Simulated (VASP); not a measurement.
# ZnO (P6_3mc) in VASP: a series of runs, part 3 of 3

VASP 6.6.1.

### Step 6. Single point, PBEsol (c/a of the conventional cell at fixed volume 1.7433)

INCAR reads:

```
SYSTEM = ZnO
ALGO = Normal
EDIFF = 1E-6
ENCUT = 910
GGA = PS
GGA_COMPAT = .FALSE.
ISIF = 2
ISMEAR = 0
LASPH = .TRUE.
LCHARG = .FALSE.
LREAL = .FALSE.
LWAVE = .FALSE.
NBANDS = 26
NELM = 120
PREC = Accurate
SIGMA = 0.05
```

KPOINTS reads:

```
k-points
0
G
  9 9 6
  0 0 0
```

POSCAR reads:

```
ZnO
1.0
    3.1491219313      0.0000000000      0.0000000000
   -1.5745609656      2.7272195921      0.0000000000
    0.0000000000      0.0000000000      5.4898642628
Zn O
2 2
Direct
    0.3333333333      0.6666666667      0.0015754469
    0.6666666667      0.3333333333      0.5015754469
    0.3333333333      0.6666666667      0.4106854153
    0.6666666667      0.3333333333      0.9106854153
```

Potentials or basis: VASP PAW PBE potentials, release 64 (Zn, O_h).

Run with:

```console
$ cat potpaw_PBE.64/Zn/POTCAR potpaw_PBE.64/O_h/POTCAR > POTCAR
$ mpirun -np 1 vasp_std > vasp.out
```

OUTCAR:

```text
SYSTEM = ZnO
   EDIFF = 1E-6
   ENCUT = 910
   GGA = PS
   ISIF = 2
   ISMEAR = 0
   LASPH = .TRUE.
   LREAL = .FALSE.
   NELM = 120
   PREC = Accurate

 ion  position               nearest neighbor table
   1  0.333  0.667  0.002-   4 1.89   4 1.89   4 1.89   3 2.25
   2  0.667  0.333  0.502-   3 1.89   3 1.89   3 1.89   4 2.25
   3  0.333  0.667  0.411-   2 1.89   2 1.89   2 1.89   1 2.25
   4  0.667  0.333  0.911-   1 1.89   1 1.89   1 1.89   2 2.25

  LATTYP: Found a hexagonal cell.
 ALAT       =     3.1491219313
 C/A-ratio  =     1.7433000000

  Lattice vectors:

 A1 = (   3.1491219313,   0.0000000000,   0.0000000000)
 A2 = (  -1.5745609656,   2.7272195921,   0.0000000000)
 A3 = (   0.0000000000,   0.0000000000,   5.4898642628)

Analysis of symmetry for initial positions (statically):
=====================================================================
 Subroutine PRICEL returns:
 Original cell was already a primitive cell.

 Routine SETGRP: Setting up the symmetry group for a
 hexagonal supercell.

 Subroutine GETGRP returns: Found 12 space group operations
 (whereof  6 operations were pure point group operations)
 out of a pool of 24 trial point group operations.

The static configuration has the point symmetry C_3v.
 The point group associated with its full space group is C_6v.

Analysis of symmetry for dynamics (positions and initial velocities):
=====================================================================
 Subroutine PRICEL returns:
 Original cell was already a primitive cell.

 Routine SETGRP: Setting up the symmetry group for a
 hexagonal supercell.

 Subroutine GETGRP returns: Found 12 space group operations
 (whereof  6 operations were pure point group operations)
 out of a pool of 24 trial point group operations.

The dynamic configuration has the point symmetry C_3v.
[... 116 lines left out ...]
   NUPDOWN=      -1.0000    fix difference up-down
   EMIN   =  10.00;   EMAX   =-10.00  energy-range for DOS
   EFERMI =   0.00;   METHOD = LEGACY
   ISMEAR =     0;   SIGMA  =   0.05  broadening in eV -4-tet -1-fermi 0-gaus
   EFERMI_NEDOS =   21; number of points for ismear=-14 and -15
   IALGO  =     38    algorithm
   IMIX   =      4    mixing-type and parameters
     AMIX     =   0.40;   BMIX     =  1.00
     AMIX_MAG =   1.60;   BMIX_MAG =  1.00
  volume/ion in A,a.u.               =      11.79        79.54
  Fermi-wavevector in a.u.,A,eV,Ry     =   1.496300  2.827597 30.462260  2.238913
  Thomas-Fermi vector in A             =   2.608334
   LORBIT       =      0    0 simple, 1 ext, 2 COOP (PROOUT), +10 PAW based schemes
   GGA     = PS    functional components
   LHFCALC =     F    Hartree Fock is set to
   AEXX    =    0.0000 exact exchange contribution
   IVDW    =     0    specifies the selected vdW correction
   LEPSILON=     F    determine dielectric tensor
   LRPA    =     F    only Hartree local field effects (RPA)
 non-spin polarized calculation
 Gauss-broadening in eV      SIGMA  =   0.05
  energy-cutoff  :      910.00
  volume of cell :       47.15
 maximum number of plane-waves:      2994
 NGX is ok and might be reduce to    32

 number of electron      35.9999995 magnetization

 Free energy of the ion-electron system (eV)
  ---------------------------------------------------
  ext. energy  EPLUGINS =         0.00000000
  ---------------------------------------------------
  free energy    TOTEN  =       -19.05058216 eV

  energy without entropy =      -19.05058216  energy(sigma->0) =      -19.05058216

 E-fermi :   1.9692     XC(G=0): -11.2165

 val. band max:        1.6724805611   @ k =   0.0000   0.0000   0.0000
 cond. band min:       2.3178147769   @ k =   0.0000   0.0000   0.0000
 fundamental gap:      0.6453342158
 Fermi energy:         1.9691912173

 k-point     1 :       0.0000    0.0000    0.0000
  band No.  band energies     occupation
      1     -16.7947      2.00000
      2     -16.2092      2.00000
      3      -4.6250      2.00000
      4      -4.6250      2.00000
      5      -4.5581      2.00000
      6      -4.5581      2.00000
[... 685 lines left out ...]
     25      14.6391      0.00000
     26      16.2033      0.00000

 [... further k-points ...]
[... 5 lines left out ...]
  --------------------------------------------------------------------------------------
  -------------------------------------------------------------------------------------
  Total        4.3197379      4.3197379     -2.5627699      0.0000000      0.0000000      0.0000000
  in kB      146.7901058    146.7901058    -87.0861342      0.0000000      0.0000000      0.0000000
  external PRESSURE =      68.8313591 kB  Pullay stress =       0.0000000 kB

 VOLUME and BASIS-vectors are now :
 -----------------------------------------------------------------------------
  energy-cutoff  :      910.00
  volume of cell :       47.15
      direct lattice vectors                 reciprocal lattice vectors
     3.149121931  0.000000000  0.000000000     0.317548835  0.183336905  0.000000000
    -1.574560966  2.727219592  0.000000000     0.000000000  0.366673811  0.000000000
     0.000000000  0.000000000  5.489864263     0.000000000  0.000000000  0.182153866

 POSITION                                       TOTAL-FORCE (eV/Angst)
 -----------------------------------------------------------------------------------
     -0.00000      1.81815      0.00865         0.000000      0.000000      0.849852
      1.57456      0.90907      2.75358         0.000000      0.000000      0.849852
     -0.00000      1.81815      2.25461        -0.000000     -0.000000     -0.849852
      1.57456      0.90907      4.99954         0.000000      0.000000     -0.849852
 -----------------------------------------------------------------------------------
    total drift:                               -0.000001     -0.000000      0.001494

  FREE ENERGIE OF THE ION-ELECTRON SYSTEM (eV)
  ---------------------------------------------------
  free  energy   TOTEN  =       -19.0505821603 eV

  energy  without entropy=      -19.0505821603  energy(sigma->0) =      -19.05058216
```

OSZICAR:

```text
N       E                     dE             d eps       ncg     rms          rms(c)
DAV:   1     0.387371260624E+03    0.38737E+03   -0.25164E+04  2528   0.294E+03
DAV:   2     0.441703131771E+02   -0.34320E+03   -0.32168E+03  2656   0.543E+02
DAV:   3    -0.189983578349E+02   -0.63169E+02   -0.60719E+02  3014   0.189E+02
DAV:   4    -0.219472906505E+02   -0.29489E+01   -0.29309E+01  2722   0.458E+01
DAV:   5    -0.219738435492E+02   -0.26553E-01   -0.26541E-01  2780   0.441E+00    0.160E+01
DAV:   6    -0.189345714796E+02    0.30393E+01   -0.60272E+00  4252   0.613E+01    0.101E+01
DAV:   7    -0.191001630976E+02   -0.16559E+00   -0.25319E+00  3038   0.159E+01    0.599E+00
DAV:   8    -0.190917114647E+02    0.84516E-02   -0.52060E-01  3370   0.650E+00    0.174E+00
DAV:   9    -0.190492107232E+02    0.42501E-01   -0.78598E-02  3684   0.514E+00    0.451E-01
DAV:  10    -0.190504727617E+02   -0.12620E-02   -0.38955E-02  2568   0.154E+00    0.101E-01
DAV:  11    -0.190505980132E+02   -0.12525E-03   -0.94047E-04  3162   0.526E-01    0.399E-02
DAV:  12    -0.190505802681E+02    0.17745E-04   -0.24728E-04  3010   0.403E-01    0.136E-02
DAV:  13    -0.190505858482E+02   -0.55801E-05   -0.15374E-05  3230   0.652E-02    0.189E-02
DAV:  14    -0.190505820443E+02    0.38039E-05   -0.89221E-06  2900   0.297E-02    0.349E-03
DAV:  15    -0.190505821603E+02   -0.11592E-06   -0.45347E-07  1540   0.631E-03
   1 F= -.19050582E+02 E0= -.19050582E+02  d E =-.591033E-19
```

Wall time 78 s (1 thread of Intel Xeon Platinum 8375C at 2.90GHz (Ice Lake), shared host); peak memory 0.29 GiB.

Results:

* Free energy: -19.0506 eV
* Pressure: 6.9 GPa
* Largest force: 0.850 eV/Å
* Band gap on the k mesh: 0.65 eV, direct

Forces on the atoms (eV/Å):
```
Zn   0.000  0.000  0.850
Zn   0.000  0.000  0.850
O    0.000  0.000 -0.850
O    0.000  0.000 -0.850
```

Levels at points of the mesh, in eV from the valence-band top:
```
           k point  band 14  band 15  band 16  band 17  band 18  band 19  band 20  band 21  band 22  band 23
(0.00, 0.00, 0.00)    -0.74    -0.44    -0.44     0.00     0.00     0.65     5.05     7.21    12.49    13.34
(0.00, 0.00, 0.50)    -2.69    -0.22    -0.22    -0.22    -0.22     3.11     3.11     9.14     9.14    13.61
```

Caveat: the cutoff is under 1.25 times the usual one of these potentials, so pressure, stress and relaxed cells hold a basis-set (Pulay) error; the PAW data sets were made with another functional, which shifts forces and pressure a little.

### Step 7. Overview

```tsv
potentials or basis	cell	cutoff (eV)	second run	gap on the mesh (eV)	pressure (GPa)	largest force (eV/Å)
VASP PAW PBE potentials, release 64 (Zn, O)	a = 3.231, b = 3.231, c = 5.215 Å, angles 90.0, 90.0, 120.0°, 4 atoms	520	-	0.69	0.6	-
VASP PAW PBE potentials, release 64 (Zn, O)	a = 3.291, b = 3.291, c = 5.028 Å, angles 90.0, 90.0, 120.0°, 4 atoms	520	-	0.76	0.3	0.34
VASP PAW PBE potentials, release 64 (Zn, O_h)	a = 3.291, b = 3.291, c = 5.028 Å, angles 90.0, 90.0, 120.0°, 4 atoms	910	hard_potentials	0.89	13.8	5.24
VASP PAW PBE potentials, release 64 (Zn, O_h)	a = 3.149, b = 3.149, c = 5.490 Å, angles 90.0, 90.0, 120.0°, 4 atoms	910	hard_potentials	0.65	6.9	0.85
```

Some of these runs hold the atoms at other places in the same cell, which the table doesn't show; runs alike in all that it shows share one row.

Alike in all rows: task single point; level PBEsol; no spin polarisation; k mesh 9 × 9 × 6; smearing gaussian 0.05 eV.

Caveats: the PAW data sets were made with another functional, which shifts forces and pressure a little; the cutoff is under 1.25 times the usual one of these potentials, so pressure, stress and relaxed cells hold a basis-set (Pulay) error (some runs).

Total energies depend on the potentials used, so only differences within one code and one set of settings carry meaning.

### Step 8. How close it comes

Step 4. Measured gap of ZnO: 3.37 eV (quoted in “Electronic structure of alkaline earth and post-transition metal oxides”, 2009, arxiv:0908.1581). This calculation gives 0.69 eV (-2.68 eV). So large a miss can be the level of theory's own, or it may mean another phase, state or a wrong row. The value is that of PBEsol, without temperature or zero-point motion. Semilocal functionals fall short of measured gaps as a rule.
